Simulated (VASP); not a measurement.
# Se (P2/m) in VASP: a series of runs

Se is run at these levels: PBE; tasks: single point, relaxation of cell and atoms.

Everything below comes from runs of VASP 6.6.1. Logs are shortened: lines on timing, memory, paths and dates and some standing lists are left out, and cuts for length are marked.

### 1 The cell of the first run

The typed cell holds 1 atom: a = 2.840 Å, b = 2.211 Å, c = 4.767 Å, α = 90.00°, β = 107.29°, γ = 90.00°.

The cell was built from a structure type or drawn by symmetry, and may not be a known phase.

### 2 Single point, PBE

Input file INCAR:

```
  PREC = Accurate
  ENCUT = 520
  EDIFF = 1E-7
  ISMEAR = 0
  SIGMA = 0.1
  LREAL = False
  LASPH = True
  NELM = 100
  ALGO = Normal
  ISIF = 2
  LWAVE = False
  LCHARG = True
  GGA = PE
  LELF = True
  LVHAR = True
  NBANDS = 9
```

Input file KPOINTS:

```
regular mesh
0
Gamma
  6 8 4
```

Input file POSCAR:

```
Se
1.0
    2.8395043100      0.0000000000      0.0000000000
    0.0000000000      2.2112263000      0.0000000000
   -1.4169634700      0.0000000000      4.5513510900
Se
1
Direct
    0.5000000000      0.0000000000      0.5000000000
```

Potentials or basis: VASP PAW PBE potentials, release 64 (Se).

Launch:

```bash
cat potpaw_PBE.64/Se/POTCAR > POTCAR
mpirun -np 1 vasp_std > vasp.out
```

OUTCAR:

```text
PREC = Accurate
   ENCUT = 520
   EDIFF = 1E-7
   ISMEAR = 0
   LREAL = False
   LASPH = True
   NELM = 100
   ISIF = 2
   GGA = PE

 ion  position               nearest neighbor table
   1  0.500  0.000  0.500-

  LATTYP: Found a simple monoclinic cell.
 ALAT       =     2.8395043100
 B/A-ratio  =     0.7787367296
 C/A-ratio  =     1.6787510973
 COS(beta)  =    -0.2972554407

  Lattice vectors:

 A1 = (   2.8395043100,   0.0000000000,   0.0000000000)
 A2 = (   0.0000000000,   2.2112263000,   0.0000000000)
 A3 = (  -1.4169634700,   0.0000000000,   4.5513510900)

Analysis of symmetry for initial positions (statically):
=====================================================================
 Subroutine PRICEL returns:
 Original cell was already a primitive cell.

 Routine SETGRP: Setting up the symmetry group for a
 simple monoclinic supercell.

 Subroutine GETGRP returns: Found  4 space group operations
 (whereof  4 operations were pure point group operations)
 out of a pool of  4 trial point group operations.

The static configuration has the point symmetry C_2h.

Analysis of symmetry for dynamics (positions and initial velocities):
=====================================================================
 Subroutine PRICEL returns:
 Original cell was already a primitive cell.

 Routine SETGRP: Setting up the symmetry group for a
 simple monoclinic supercell.

 Subroutine GETGRP returns: Found  4 space group operations
 (whereof  4 operations were pure point group operations)
 out of a pool of  4 trial point group operations.

The dynamic configuration has the point symmetry C_2h.

 Subroutine INISYM returns: Found  4 space group operations
 (whereof  4 operations are pure point group operations),
 and found     1 'primitive' translations

----------------------------------------------------------------------------------------

                                     Primitive cell

  volume of cell :      28.5770

  direct lattice vectors                    reciprocal lattice vectors
     2.839504310  0.000000000  0.000000000     0.352174144  0.000000000  0.109641706
     0.000000000  2.211226300  0.000000000     0.000000000  0.452237747  0.000000000
    -1.416963470  0.000000000  4.551351090     0.000000000  0.000000000  0.219714977

  length of vectors
     2.839504310  2.211226300  4.766820976     0.368846759  0.452237747  0.219714977

  position of ions in fractional coordinates (direct lattice)
     0.500000000  0.000000000  0.500000000

  ion indices of the primitive-cell ions
   primitive index   ion index
                 1           1

----------------------------------------------------------------------------------------

 KPOINTS: regular mesh

Automatic generation of k-mesh.
 Grid dimensions read from file:
 generate k-points for:    6    8    4

 Generating k-lattice:

  Cartesian coordinates                     Fractional coordinates (reciprocal lattice)
     0.058695691  0.000000000  0.018273618     0.166666667  0.000000000  0.000000000
     0.000000000  0.056529718  0.000000000     0.000000000  0.125000000  0.000000000
     0.000000000  0.000000000  0.054928744     0.000000000  0.000000000  0.250000000

  Length of vectors
     0.061474460  0.056529718  0.054928744

  Shift w.r.t. Gamma in fractional coordinates (k-lattice)
     0.000000000  0.000000000  0.000000000

 Subroutine IBZKPT returns following result:
 ===========================================

 Found     70 irreducible k-points:

 Following reciprocal coordinates:
            Coordinates               Weight
  0.000000  0.000000  0.000000      1.000000
  0.166667  0.000000  0.000000      2.000000
  0.333333  0.000000  0.000000      2.000000
  0.500000  0.000000 -0.000000      1.000000
  0.000000  0.125000  0.000000      2.000000
  0.166667  0.125000  0.000000      4.000000
[... 16 lines left out ...]
  0.333333  0.000000  0.250000      2.000000
  0.500000  0.000000  0.250000      2.000000
 [... further k-points ...]
   k-points           NKPTS =     70   k-points in BZ     NKDIM =     70   number of bands    NBANDS=      9
   number of dos      NEDOS =    301   number of ions     NIONS =      1
   total plane-waves  NPLWV =  13824
   dimension x,y,z NGX =    24 NGY =   16 NGZ =   36
   dimension x,y,z NGXF=    48 NGYF=   32 NGZF=   72
   ions per type =               1
   NGX,Y,Z   is equivalent  to a cutoff of  14.05, 12.03, 12.56 a.u.
   NGXF,Y,Z  is equivalent  to a cutoff of  28.10, 24.06, 25.11 a.u.
 SYSTEM =  unknown system
   PREC   = accura    normal or accurate (medium, high low for compatibility)
   ISTART =      0    job   : 0-new  1-cont  2-samecut
   ICHARG =      2    charge: 1-file 2-atom 10-const
   ISPIN  =      1    spin polarized calculation?
   LNONCOLLINEAR =      F non collinear calculations
   LSORBIT =      F    spin-orbit coupling
   LASPH  =      T    aspherical Exc in radial PAW
   ENCUT  =  520.0 eV  38.22 Ry    6.18 a.u.   5.28  4.11  8.86*2*pi/ulx,y,z
   NELM   =    100;   NELMIN=  2; NELMDL= -5     # of ELM steps
   EDIFF  = 0.1E-06   stopping-criterion for ELM
   LREAL  =      F    real-space projection
   EDIFFG = 0.1E-05   stopping-criterion for IOM
   NSW    =      0    number of steps for IOM
   IBRION =     -1    ionic relax: 0-MD 1-quasi-New 2-CG
   NFREE  =      0    steps in history (QN), initial steepest desc. (CG)
   ISIF   =      2    stress and relaxation
   ISYM   =      2    0-nonsym 1-usesym 2-fastsym
   POTIM  = 0.5000    time-step for ionic-motion
   TEBEG  =    0.0;   TEEND  =   0.0 temperature during run
   PSTRESS=    0.0 pullay stress
   NELECT =       6.0000    total number of electrons
   NUPDOWN=      -1.0000    fix difference up-down
   EMIN   =  10.00;   EMAX   =-10.00  energy-range for DOS
   EFERMI =   0.00;   METHOD = LEGACY
   ISMEAR =     0;   SIGMA  =   0.10  broadening in eV -4-tet -1-fermi 0-gaus
   EFERMI_NEDOS =   21; number of points for ismear=-14 and -15
   IALGO  =     38    algorithm
   IMIX   =      4    mixing-type and parameters
     AMIX     =   0.40;   BMIX     =  1.00
     AMIX_MAG =   1.60;   BMIX_MAG =  1.00
  volume/ion in A,a.u.               =      28.58       192.85
  Fermi-wavevector in a.u.,A,eV,Ry     =   0.973016  1.838733 12.881448  0.946760
  Thomas-Fermi vector in A             =   2.103361
   LORBIT       =      0    0 simple, 1 ext, 2 COOP (PROOUT), +10 PAW based schemes
   GGA     = PE    functional components
   LHFCALC =     F    Hartree Fock is set to
   AEXX    =    0.0000 exact exchange contribution
   IVDW    =     0    specifies the selected vdW correction
   LEPSILON=     F    determine dielectric tensor
   LRPA    =     F    only Hartree local field effects (RPA)
 non-spin polarized calculation
 Gauss-broadening in eV      SIGMA  =   0.10
  energy-cutoff  :      520.00
  volume of cell :       28.58
 maximum number of plane-waves:       786
 NGX is ok and might be reduce to    24
   NGX = 11   NGY =  9   NGZ = 17

 number of electron       6.0000000 magnetization

 Free energy of the ion-electron system (eV)
  ---------------------------------------------------
  ext. energy  EPLUGINS =         0.00000000
  ---------------------------------------------------
  free energy    TOTEN  =        -2.57998704 eV

  energy without entropy =       -2.57724856  energy(sigma->0) =       -2.57861780

 E-fermi :   2.8110     XC(G=0):  -8.2262

 val. band max:        2.7508680563   @ k =   0.0000   0.0000   0.0000
 cond. band min:       2.8216808561   @ k =   0.1667   0.5000   0.5000
 fundamental gap:      0.0708127998
 Fermi energy:         2.8109761861

 k-point     1 :       0.0000    0.0000    0.0000
  band No.  band energies     occupation
      1     -14.8676      2.00000
      2      -2.2943      2.00000
      3       2.7509      1.60471
      4       5.2682      0.00000
      5       9.8482      0.00000
      6      12.8391      0.00000
      7      17.1992      0.00000
      8      17.5248      0.00000
      9      18.5419      0.00000

 k-point     2 :       0.1667    0.0000    0.0000
  band No.  band energies     occupation
      1     -14.5154      2.00000
      2      -2.0108      2.00000
      3      -0.0154      2.00000
      4       6.0034      0.00000
      5      12.3832      0.00000
      6      13.0990      0.00000
      7      13.4398      0.00000
      8      18.3280      0.00000
      9      20.8405      0.00000

 k-point     3 :       0.3333    0.0000    0.0000
  band No.  band energies     occupation
      1     -13.6440      2.00000
      2      -3.4832      2.00000
      3      -1.2981      2.00000
      4       7.4732      0.00000
      5       9.3158      0.00000
      6      13.6876      0.00000
      7      15.8098      0.00000
      8      18.6612      0.00000
      9      21.0777      0.00000

 k-point     4 :       0.5000    0.0000   -0.0000
  band No.  band energies     occupation
      1     -13.0647      2.00000
      2      -4.9895      2.00000
      3      -0.8259      2.00000
      4       6.8250      0.00000
      5      11.5246      0.00000
      6      11.9659      0.00000
      7      14.0283      0.00000
      8      19.6862      0.00000
      9      20.8429      0.00000
[... 205 lines left out ...]
 k-point    22 :       0.1667    0.0000    0.2500
  band No.  band energies     occupation
      1     -14.4911      2.00000
      2      -2.4888      2.00000
      3      -0.0286      2.00000
      4       8.1631      0.00000
      5      12.6930      0.00000
      6      13.1106      0.00000
      7      13.4384      0.00000
      8      15.0605      0.00000
      9      19.0928      0.00000

 k-point    23 :       0.3333    0.0000    0.2500
  band No.  band energies     occupation
      1     -13.6261      2.00000
      2      -3.4960      2.00000
      3      -1.6333      2.00000
      4       8.2731      0.00000
      5      11.9874      0.00000
      6      13.2990      0.00000
      7      13.6952      0.00000
      8      15.6333      0.00000
      9      19.0692      0.00000

 k-point    24 :       0.5000    0.0000    0.2500
  band No.  band energies     occupation
      1     -13.0646      2.00000
      2      -4.9882      2.00000
      3      -0.8351      2.00000
      4       7.1121      0.00000
      5       9.7526      0.00000
      6      14.0283      0.00000
      7      15.7290      0.00000
      8      15.8237      0.00000
      9      20.7742      0.00000

 [... further k-points ...]
[... 5 lines left out ...]
  --------------------------------------------------------------------------------------
  -------------------------------------------------------------------------------------
  Total        0.3972587      8.2531808     -0.0139005      0.0000000      0.0000000      0.0011025
  in kB       22.2724466    462.7174519     -0.7793358      0.0000000      0.0000000      0.0618133
  external PRESSURE =     161.4035209 kB  Pullay stress =       0.0000000 kB

 VOLUME and BASIS-vectors are now :
 -----------------------------------------------------------------------------
  energy-cutoff  :      520.00
  volume of cell :       28.58
      direct lattice vectors                 reciprocal lattice vectors
     2.839504310  0.000000000  0.000000000     0.352174144  0.000000000  0.109641706
     0.000000000  2.211226300  0.000000000     0.000000000  0.452237747  0.000000000
    -1.416963470  0.000000000  4.551351090     0.000000000  0.000000000  0.219714977

 POSITION                                       TOTAL-FORCE (eV/Angst)
 -----------------------------------------------------------------------------------
      0.71127      0.00000      2.27568         0.000000      0.000000      0.000000
 -----------------------------------------------------------------------------------
    total drift:                                0.000000      0.000000     -0.000000

  FREE ENERGIE OF THE ION-ELECTRON SYSTEM (eV)
  ---------------------------------------------------
  free  energy   TOTEN  =        -2.5799870425 eV

  energy  without entropy=       -2.5772485601  energy(sigma->0) =       -2.57861780
```

It took 13 s on 1 thread of Intel Xeon Platinum 8259CL at 2.50GHz (Skylake/Cascade Lake), shared host; peak memory 0.14 GiB.

What came out:

- Free energy: -2.5800 eV
- Pressure: 16.1 GPa
- Band gap on the k mesh: zero (bands 3 and 4 overlap by 1.02 eV)

Caveat: the k points lie up to 0.39 Å⁻¹ apart, too coarse for converged energies and pressures of a metal.

### 3 Relaxation of cell and atoms, PBE

Input file INCAR:

```
SYSTEM = Se
PREC = Accurate
ENCUT = 600
EDIFF = 1E-6
ISMEAR = 0
SIGMA = 0.1
LREAL = .FALSE.
LASPH = .TRUE.
NELM = 80
ALGO = Normal
ISIF = 3
LWAVE = .FALSE.
LCHARG = .FALSE.
GGA = PE
IBRION = 2
NSW = 90
EDIFFG = -0.04
```

Input file KPOINTS:

```
regular mesh
0
G
  6 8 4
  0 0 0
```

POSCAR is that of step 2.

Potentials or basis: VASP PAW PBE potentials, release 64 (Se).

Launch:

```bash
cat potpaw_PBE.64/Se/POTCAR > POTCAR
mpirun -np 1 vasp_std > vasp.out
```

Run time: 1.7 min. Hardware: 1 thread of Intel Xeon Platinum 8259CL at 2.50GHz (Skylake/Cascade Lake), shared host; peak memory 0.15 GiB.

The run converged. Its results:

```yaml
Free_energy: -3.2992 eV
Relaxed_volume: 31.48 Å³/atom
Relaxed_cell: a = 2.563 Å, b = 2.709 Å, c = 4.713 Å, α = 90.00°, β = 105.85°, γ = 90.00°
Space_group_after_relaxing_to_0.1_Å: Cmmm (No. 65)
Energy_gained_by_relaxing: 719.1 meV/atom
Ionic_steps: 17
Pressure_after_relaxing: 0.0 GPa
Band_gap_on_the_k_mesh: zero (bands 3 and 4 overlap by 3.70 eV)
```

Stress tensor (GPa, compression positive):
```
-0.06  0.00 -0.03
 0.00  0.08  0.00
-0.03  0.00  0.05
```

Step by step:
| step | energy change (eV) | largest force (eV/Å) | pressure (GPa) | volume (Å³) |
| --- | --- | --- | --- | --- |
| 1 | 0.0000 | 0.0000 | 16.14 | 28.58 |
| 2 | -0.2536 | 0.0000 | -8.18 | 40.69 |
| 3 | -0.5891 | 0.0000 | -3.05 | 34.21 |
| 4 | -0.5930 | 0.0000 | -2.42 | 33.86 |
| 5 | -0.5937 | 0.0000 | -1.98 | 33.62 |
| 6 | -0.5936 | 0.0000 | -2.17 | 33.72 |
| 7 | -0.6656 | 0.0000 | -0.96 | 32.15 |
| 8 | -0.1830 | 0.0000 | 22.29 | 27.22 |
| 9 | -0.6868 | 0.0000 | -0.05 | 31.57 |
| 10 | -0.6987 | 0.0000 | 3.36 | 30.12 |
| 11 | -0.7044 | 0.0000 | 1.26 | 30.92 |
| 12 | -0.7078 | 0.0000 | 2.20 | 30.52 |
| 13 | -0.6868 | 0.0000 | 2.17 | 31.09 |
| 14 | -0.7106 | 0.0000 | 1.94 | 30.68 |
| 15 | -0.7114 | 0.0000 | 1.99 | 30.64 |
| 16 | -0.7144 | 0.0000 | -1.35 | 32.18 |
| 17 | -0.7191 | 0.0000 | 0.02 | 31.48 |

Final structure:
```
CELL_PARAMETERS angstrom
2.56274 0.00000 -0.00236
0.00000 2.70940 0.00000
-1.28274 0.00000 4.53519
ATOMIC_POSITIONS crystal
Se 0.50000 0.00000 0.50000
```

Levels at points of the mesh, in eV from the Fermi level:
```
           k point  band 1  band 2  band 3  band 4  band 5  band 6  band 7
(0.00, 0.00, 0.00)  -15.83   -3.62    2.72    3.57    4.56    9.13   11.98
(0.50, 0.00, 0.00)  -12.29   -7.16   -0.97    5.07    5.51   10.82   11.04
(0.00, 0.50, 0.00)  -13.27   -6.80   -1.35    6.21    6.59    7.90    9.27
(0.50, 0.50, 0.00)   -9.57   -5.13   -3.96    1.14    3.99    8.97    9.67
(0.00, 0.00, 0.50)  -15.79   -4.45    2.74    4.53    8.14    9.16    9.90
(0.50, 0.00, 0.50)  -12.29   -7.16   -0.96    5.07    5.52   10.80   11.01
(0.00, 0.50, 0.50)  -13.24   -6.74   -1.92    4.66    6.19   12.42   12.82
(0.50, 0.50, 0.50)   -9.57   -5.13   -3.96    1.15    3.99    8.98    9.68
```

Caveat: the k points lie up to 0.42 Å⁻¹ apart in the final cell, too coarse for converged energies and pressures of a metal; a cell axis changed by over 15 % at a fixed basis, so the end point is rough.
